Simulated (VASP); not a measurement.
# ReP2 (P6/mmm) in VASP: further runs, part 2 of 2

VASP 6.6.1. Earlier steps stand in the parts before.

## (3) Single point, PBE

This run uses another cell than the first one, of 19.55 Å³/atom.

Contents of INCAR:

```
SYSTEM = ReP2
  PREC = Accurate
  ENCUT = 520
  EDIFF = 1E-6
  ISMEAR = 0
  SIGMA = 0.1
  LREAL = .False.
  LASPH = .True.
  NELM = 100
  ALGO = Normal
  ISIF = 2
  LWAVE = .False.
  LCHARG = .False.
  GGA = PE
  NBANDS = 16
```

Contents of KPOINTS:

```
Automatic mesh
0
Gamma
  6 6 4
  0 0 0
```

Contents of POSCAR:

```
ReP2
1.0
    3.5054732700      0.0000000000      0.0000000000
   -1.7527366300      3.0358289000      0.0000000000
    0.0000000000      0.0000000000      5.5107188900
Re P
1 2
Direct
    0.0000000000      0.0000000000      0.5000000000
    0.0000000000      0.0000000000      0.2078908200
    0.0000000000      0.0000000000      0.7921091800
```

Potentials or basis: VASP PAW PBE potentials, release 64 (Re, P).

The run is started by

```
cat potpaw_PBE.64/Re/POTCAR potpaw_PBE.64/P/POTCAR > POTCAR
mpirun -np 1 vasp_std > vasp.out
```

OUTCAR:

```text
SYSTEM = ReP2
   PREC = Accurate
   ENCUT = 520
   EDIFF = 1E-6
   ISMEAR = 0
   LREAL = .False.
   LASPH = .True.
   NELM = 100
   ISIF = 2
   GGA = PE

 ion  position               nearest neighbor table
   1  0.000  0.000  0.500-   2 1.61   3 1.61
   2  0.000  0.000  0.208-   1 1.61   3 2.29
   3  0.000  0.000  0.792-   1 1.61   2 2.29

  LATTYP: Found a hexagonal cell.
 ALAT       =     3.5054732700
 C/A-ratio  =     1.5720327800

[... 586 lines left out ...]

  FORCE on cell =-STRESS in cart. coord.  units (eV):
  Direction    XX          YY          ZZ          XY          YZ          ZX
  --------------------------------------------------------------------------------------
  -------------------------------------------------------------------------------------
  Total       -3.1562082     -3.1562081    130.3936859     -0.0000000      0.0000000      0.0000000
  in kB      -86.2271459    -86.2271456   3562.3364593     -0.0000001      0.0000000      0.0000000
  external PRESSURE =    1129.9607226 kB  Pullay stress =       0.0000000 kB

 VOLUME and BASIS-vectors are now :
 -----------------------------------------------------------------------------
  energy-cutoff  :      520.00
  volume of cell :       58.65
      direct lattice vectors                 reciprocal lattice vectors
     3.505473270  0.000000000  0.000000000     0.285268186  0.164699664  0.000000000
    -1.752736630  3.035828900  0.000000000     0.000000000  0.329399328  0.000000000
     0.000000000  0.000000000  5.510718890     0.000000000  0.000000000  0.181464528

 POSITION                                       TOTAL-FORCE (eV/Angst)
 -----------------------------------------------------------------------------------
      0.00000      0.00000      2.75536         0.000000      0.000000      0.000000
      0.00000      0.00000      1.14563        -0.000000     -0.000000    -40.938508
      0.00000      0.00000      4.36509         0.000000      0.000000     40.938508
 -----------------------------------------------------------------------------------
    total drift:                               -0.000000     -0.000000     -0.000000

  FREE ENERGIE OF THE ION-ELECTRON SYSTEM (eV)
  ---------------------------------------------------
  free  energy   TOTEN  =        -0.5575979071 eV

  energy  without entropy=       -0.5359203384  energy(sigma->0) =       -0.54675912
```

OSZICAR:

```text
N       E                     dE             d eps       ncg     rms          rms(c)
DAV:   1     0.658365395991E+02    0.65837E+02   -0.71113E+03  1008   0.985E+02
DAV:   2    -0.248187324339E+00   -0.66085E+02   -0.62065E+02  1048   0.216E+02
DAV:   3    -0.230602567118E+01   -0.20578E+01   -0.20203E+01  1104   0.407E+01
DAV:   4    -0.232323015220E+01   -0.17204E-01   -0.17194E-01   840   0.306E+00
DAV:   5    -0.232399477422E+01   -0.76462E-03   -0.76432E-03  1112   0.696E-01    0.537E+01
DAV:   6    -0.916983244799E+00    0.14070E+01   -0.22863E+00  1056   0.345E+01    0.377E+01
DAV:   7    -0.195466877457E+01   -0.10377E+01   -0.41867E+00  1088   0.417E+01    0.123E+01
DAV:   8    -0.592558159867E+00    0.13621E+01   -0.31774E+00  1160   0.448E+01    0.363E+00
DAV:   9    -0.557775619311E+00    0.34783E-01   -0.23582E-01  1024   0.813E+00    0.133E+00
DAV:  10    -0.557644124673E+00    0.13149E-03   -0.11090E-02  1080   0.113E+00    0.202E-01
DAV:  11    -0.557585352035E+00    0.58773E-04   -0.45012E-04  1048   0.595E-01    0.619E-02
DAV:  12    -0.557590573509E+00   -0.52215E-05   -0.62742E-05  1064   0.153E-01    0.392E-02
DAV:  13    -0.557598400026E+00   -0.78265E-05   -0.30211E-05  1056   0.105E-01    0.818E-03
DAV:  14    -0.557597907066E+00    0.49296E-06   -0.16563E-06   728   0.482E-02
   1 F= -.55759791E+00 E0= -.54675912E+00  d E =-.216776E-01
```

stdout:

```text
POSCAR found type information on POSCAR ReP
 POSCAR found :  2 types and       3 ions
 scaLAPACK will be used
 LDA part: xc-table for (Slater+PW92), standard interpolation
 POSCAR, INCAR and KPOINTS ok, starting setup
 FFT: planning ... GRIDC
 FFT: planning ... GRID_SOFT
 FFT: planning ... GRID
 WAVECAR not read
 entering main loop
```

Wall time 26 s (1 thread of Intel Xeon Platinum 8488C (Sapphire Rapids), shared host); peak memory 0.18 GiB.

Results:

```
Free energy            : -0.5576 eV
Pressure               : 113.0 GPa
Largest force          : 40.939 eV/Å
Band gap on the k mesh : zero (an odd number of electrons rules out a gap without spin polarisation)
```

Forces on the atoms (eV/Å):
```
Re    0.000   0.000   0.000
P     0.000   0.000 -40.939
P     0.000   0.000  40.939
```

Levels at points of the mesh, in eV from the Fermi level:
```csv
k point,band 7,band 8,band 9,band 10,band 11,band 12
"(0.00, 0.00, 0.00)",-0.94,-0.94,-0.17,-0.17,6.18,7.28
"(0.50, 0.00, 0.00)",-2.89,-1.26,1.01,1.43,2.75,3.99
"(0.00, 0.00, 0.50)",-0.92,-0.66,0.89,1.47,1.47,3.37
"(0.50, 0.00, 0.50)",-0.51,-0.51,0.42,0.93,1.01,2.41
```

Caveat: atoms lie so close that the PAW spheres overlap strongly, which falsifies energies and pressures; the stress differs along the axes, from -9 to 356 GPa; spin-orbit coupling is left out, which moves the levels of the heavy elements; an odd number of electrons without spin polarisation forces a metal; a magnetic or distorted state may lie lower.

## (4) Relaxation of cell and atoms, PBE

This run uses another cell than the first one, of 19.55 Å³/atom.

Contents of INCAR:

```
ALGO     = Normal         # electronic algorithm
EDIFF    = 1E-6           # SCF threshold, eV
EDIFFG   = -0.04          # ionic threshold
ENCUT    = 600            # plane-wave cutoff, eV
GGA      = PE             # functional
IBRION   = 2              # ionic algorithm
ISIF     = 3              # what is computed and relaxed
ISMEAR   = 0              # smearing method
LASPH    = True           # aspherical terms in the spheres
LCHARG   = False          # write CHGCAR
LREAL    = False          # projectors in reciprocal space
LWAVE    = False          # write WAVECAR
NELM     = 100            # most SCF steps
NSW      = 90             # ionic steps
PREC     = Accurate       # precision mode
SIGMA    = 0.1            # smearing width, eV
```

Contents of KPOINTS:

```
k-points
0
Gamma
  6 6 4
```

POSCAR is that of step 3.

The run is started by

```
cat potpaw_PBE.64/Re/POTCAR potpaw_PBE.64/P/POTCAR > POTCAR
mpirun -np 1 vasp_std > vasp.out
```

Run time: 16 min. Hardware: 1 thread of Intel Xeon Platinum 8488C (Sapphire Rapids), shared host; peak memory 0.22 GiB.

It converged, with:

* Free energy: -21.3452 eV
* Relaxed volume: 15.03 Å³/atom
* Relaxed cell: a = 2.669 Å, b = 2.669 Å, c = 7.308 Å, α = 90.00°, β = 90.00°, γ = 120.00°
* Space group after relaxing (to 0.1 Å): P6/mmm (No. 191)
* Pressure after relaxing: 0.0 GPa
* Largest force after relaxing: 0.007 eV/Å
* Band gap on the k mesh: zero (an odd number of electrons rules out a gap without spin polarisation)

Forces on the atoms (eV/Å):
```
Re   0.000  0.000  0.000
P    0.000  0.000  0.007
P    0.000  0.000 -0.007
```

Stress tensor (GPa, compression positive):
```
-0.04  0.00  0.00
 0.00 -0.04  0.00
 0.00  0.00  0.13
```

Final structure:
```xyz
3
Lattice="2.6691 0.0000 0.0000 -1.3346 2.3115 0.0000 0.0000 0.0000 7.3079" Properties=species:S:1:pos:R:3 pbc="T T T"
Re    0.0000    0.0000    3.6540
P     0.0000    0.0000    6.1451
P     0.0000    0.0000    1.1628
```

Levels at points of the mesh, in eV from the Fermi level:
```csv
k point,band 6,band 7,band 8,band 9,band 10,band 11
"(0.00, 0.00, 0.00)",-1.08,-1.08,1.46,1.93,1.93,5.88
"(0.50, 0.00, 0.00)",-4.42,-2.39,0.48,1.07,2.19,3.16
"(0.00, 0.00, 0.50)",-1.08,-1.08,1.92,1.92,4.97,6.16
"(0.50, 0.00, 0.50)",-3.60,-2.71,-0.71,0.36,2.80,2.84
```

Caveat: the volume moved by over 15 % at a fixed basis, so the end points are rough; the highest band is partly filled, so the run has too few bands; spin-orbit coupling is left out, which moves the levels of the heavy elements; an odd number of electrons without spin polarisation forces a metal; a magnetic or distorted state may lie lower.

## (5) Single point, PBE

This run uses another cell than the first one, of 15.17 Å³/atom.

Contents of INCAR:

```
SYSTEM = ReP2
ALGO = Normal
EDIFF = 1E-6
ENCUT = 520
GGA = PE
ISIF = 2
ISMEAR = 0
LASPH = .TRUE.
LCHARG = .FALSE.
LREAL = .FALSE.
LWAVE = .FALSE.
NBANDS = 16
NELM = 60
PREC = Accurate
SIGMA = 0.1
```

Contents of KPOINTS:

```
k-points
0
G
  18 18 6
  0 0 0
```

Contents of POSCAR:

```
ReP2
1.0
    2.6539555973      0.0000000000      0.0000000000
   -1.3269777986      2.2983929678      0.0000000000
    0.0000000000      0.0000000000      7.4619031617
Re P
1 2
Direct
    0.0000000000      0.0000000000      0.5000000000
    0.0000000000      0.0000000000      0.1645698913
    0.0000000000      0.0000000000      0.8354301087
```

The run is started by

```
cat potpaw_PBE.64/Re/POTCAR potpaw_PBE.64/P/POTCAR > POTCAR
mpirun -np 1 vasp_std > vasp.out
```

It took 72 s on 1 thread of Intel Xeon Platinum 8488C (Sapphire Rapids), shared host; peak memory 0.23 GiB.

Results (log left out):

* Free energy: -21.4629 eV
* Pressure: -0.2 GPa
* Largest force: 0.024 eV/Å
* Band gap on the k mesh: zero (an odd number of electrons rules out a gap without spin polarisation)

Forces in eV/Å, atoms in the order of the input:
```
Re   0.000  0.000  0.000
P    0.000  0.000 -0.024
P    0.000  0.000  0.024
```

Stress tensor (GPa, compression positive):
```
-0.43  0.00  0.00
 0.00 -0.43  0.00
 0.00  0.00  0.24
```

Levels at points of the mesh, in eV from the Fermi level:
```tsv
k point	band 4	band 5	band 6	band 7	band 8	band 9	band 10	band 11	band 12	band 13
(0.00, 0.00, 0.00)	-6.26	-2.13	-1.24	-1.24	1.22	1.97	1.97	6.31	6.31	7.93
(0.50, 0.00, 0.00)	-6.61	-5.76	-4.26	-2.69	0.48	1.04	2.51	2.57	3.40	4.52
(0.00, 0.00, 0.50)	-6.80	-4.04	-1.24	-1.24	1.96	1.96	4.63	6.41	6.58	6.58
(0.50, 0.00, 0.50)	-5.89	-5.56	-3.68	-2.52	-1.02	0.40	2.63	3.08	3.85	5.00
```

Caveat: spin-orbit coupling is left out, which moves the levels of the heavy elements; an odd number of electrons without spin polarisation forces a metal; a magnetic or distorted state may lie lower.

## (6) Relaxation of cell and atoms, PBE

Contents of INCAR:

```
SYSTEM = ReP2
ALGO = Normal
EDIFF = 1E-6
EDIFFG = -0.01
ENCUT = 600
GGA = PE
IBRION = 2
ISIF = 3
ISMEAR = 0
LASPH = .True.
LCHARG = .False.
LREAL = .False.
LWAVE = .False.
NELM = 80
NSW = 100
PREC = Accurate
SIGMA = 0.1
```

Contents of KPOINTS:

```
k-points
0
Gamma
  18 18 6
  0 0 0
```

Contents of POSCAR:

```
ReP2
1.0
    2.6704879662      0.0000000000      0.0000000000
   -1.3352439831      2.3127104192      0.0000000000
    0.0000000000      0.0000000000      7.3162295040
Re P
1 2
Direct
    0.0000000000      0.0000000000      0.5000000000
    0.0000000000      0.0000000000      0.1593535265
    0.0000000000      0.0000000000      0.8406464735
```

Potentials or basis: VASP PAW PBE potentials, release 64 (Re, P).

The run is started by

```
cat potpaw_PBE.64/Re/POTCAR potpaw_PBE.64/P/POTCAR > POTCAR
mpirun -np 1 vasp_std > vasp.out
```

Run time: 6.1 min. Hardware: 1 thread of Intel Xeon Platinum 8488C (Sapphire Rapids), shared host; peak memory 0.26 GiB.

It converged, with:

```yaml
Free_energy: -21.4641 eV
Relaxed_volume: 15.15 Å³/atom
Relaxed_cell: a = 2.652 Å, b = 2.652 Å, c = 7.466 Å, α = 90.00°, β = 90.00°, γ = 120.00°
Space_group_after_relaxing_to_0.1_Å: P6/mmm (No. 191)
Energy_gained_by_relaxing: 8.0 meV/atom
Ionic_steps: 9
Pressure_after_relaxing: 0.0 GPa
```

Stress tensor (GPa, compression positive):
```
-0.01  0.00  0.00
 0.00 -0.01  0.00
 0.00  0.00 -0.09
```

Step by step:
| step | energy change (eV) | largest force (eV/Å) | pressure (GPa) | volume (Å³) |
| --- | --- | --- | --- | --- |
| 1 | 0.0000 | 0.1334 | -0.79 | 45.19 |
| 2 | -0.0077 | 0.2530 | 2.22 | 44.68 |
| 3 | -0.0152 | 0.2010 | 0.89 | 44.89 |
| 4 | -0.0196 | 0.1941 | -0.34 | 45.33 |
| 5 | -0.0204 | 0.1854 | -1.04 | 45.58 |
| 6 | -0.0231 | 0.1012 | -0.60 | 45.54 |
| 7 | -0.0241 | 0.0077 | -0.15 | 45.50 |
| 8 | -0.0241 | 0.0005 | -0.12 | 45.50 |
| 9 | -0.0241 | 0.0005 | -0.04 | 45.46 |

Final structure:
```
CELL_PARAMETERS angstrom
2.65169 0.00000 0.00000
-1.32584 2.29643 0.00000
0.00000 0.00000 7.46602
ATOMIC_POSITIONS crystal
Re 0.00000 0.00000 0.50000
P 0.00000 0.00000 0.16432
P 0.00000 0.00000 0.83568
```

Levels at points of the mesh, in eV from the Fermi level:
| k point | band 4 | band 5 | band 6 | band 7 | band 8 | band 9 | band 10 | band 11 | band 12 |
| --- | --- | --- | --- | --- | --- | --- | --- | --- | --- |
| (0.00, 0.00, 0.00) | -6.27 | -2.15 | -1.25 | -1.25 | 1.19 | 1.98 | 1.98 | 6.33 | 6.33 |
| (0.50, 0.00, 0.00) | -6.62 | -5.77 | -4.26 | -2.71 | 0.49 | 1.04 | 2.52 | 2.57 | 3.38 |
| (0.00, 0.00, 0.50) | -6.82 | -4.05 | -1.25 | -1.25 | 1.97 | 1.97 | 4.60 | 6.60 | 6.60 |
| (0.50, 0.00, 0.50) | -5.90 | -5.58 | -3.70 | -2.53 | -1.02 | 0.41 | 2.63 | 3.08 | 3.86 |

Caveat: the highest band is partly filled, so the run has too few bands; spin-orbit coupling is left out, which moves the levels of the heavy elements.

## (7) Summary

| task | cell | k mesh | cutoff (eV) | gap on the mesh (eV) | pressure (GPa) | relaxed volume (Å³/atom) | largest force (eV/Å) |
| --- | --- | --- | --- | --- | --- | --- | --- |
| single point | a = 2.670, b = 2.670, c = 7.316 Å, angles 90.0, 90.0, 120.0°, 3 atoms, atomic positions A | 6 × 6 × 4 | 520 | none | -0.3 | - | 0.03 |
| single point | a = 3.505, b = 3.505, c = 5.511 Å, angles 90.0, 90.0, 120.0°, 3 atoms, atomic positions B | 6 × 6 × 4 | 520 | none | 113.0 | - | 40.94 |
| relaxation of cell and atoms | relaxed from a = 3.505, b = 3.505, c = 5.511 Å, angles 90.0, 90.0, 120.0°, 3 atoms, atomic positions B | 6 × 6 × 4 | 600 | none | 0.0 | 15.03 | 0.01 |
| single point | a = 2.654, b = 2.654, c = 7.462 Å, angles 90.0, 90.0, 120.0°, 3 atoms, atomic positions C | 18 × 18 × 6 | 520 | none | -0.2 | - | 0.02 |
| relaxation of cell and atoms | relaxed from a = 2.670, b = 2.670, c = 7.316 Å, angles 90.0, 90.0, 120.0°, 3 atoms, atomic positions A | 18 × 18 × 6 | 600 | - | 0.0 | 15.15 | - |

Alike in all rows: level PBE; potentials or basis VASP PAW PBE potentials, release 64 (Re, P); no spin polarisation; smearing gaussian 0.1 eV.

Caveats: some runs use coarse meshes; spin-orbit coupling is left out, which moves the levels of the heavy elements; an odd number of electrons without spin polarisation forces a metal (at least some runs); a magnetic or distorted state may lie lower (at least some runs); the highest band is partly filled, so the run has too few bands (at least some runs); atoms lie so close that the PAW spheres overlap strongly, which falsifies energies and pressures (at least some runs); the stress differs along the axes, from -9 to 356 GPa (at least some runs); the volume moved by over 15 % at a fixed basis, so the end points are rough (at least some runs).

Total energies depend on the potentials used, so only differences within one code and one set of settings carry meaning.
